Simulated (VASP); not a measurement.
Input of a VASP 6.6.1 run:

INCAR

```
PREC = Accurate
ENCUT = 500
EDIFF = 1E-6
ISMEAR = 0
SIGMA = 0.1
LREAL = F
LASPH = T
NELM = 120
ALGO = Normal
ISIF = 2
LWAVE = F
LCHARG = F
GGA = PE
NBANDS = 11
GGA_COMPAT = F
```

Contents of KPOINTS:

```
regular mesh
0
Gamma
  8 8 8
```

File POSCAR:

```
BAs
1.0
    0.0000000000      2.4023037625      2.4023037625
    2.4023037625      0.0000000000      2.4023037625
    2.4023037625      2.4023037625      0.0000000000
B As
1 1
Direct
    0.0000000000      0.0000000000      0.0000000000
    0.2500000000      0.2500000000      0.2500000000
```

Potentials or basis: VASP PAW PBE potentials, release 64 (B, As).

The run is started by

```sh
$ cat potpaw_PBE.64/B/POTCAR potpaw_PBE.64/As/POTCAR > POTCAR
$ mpirun -np 1 vasp_std > vasp.out
```

Predict the band gap on the k mesh.

1.21 eV (least direct gap 3.25 eV).

What does it give for the pressure?

1.0 GPa.

A k mesh can miss the band edges.
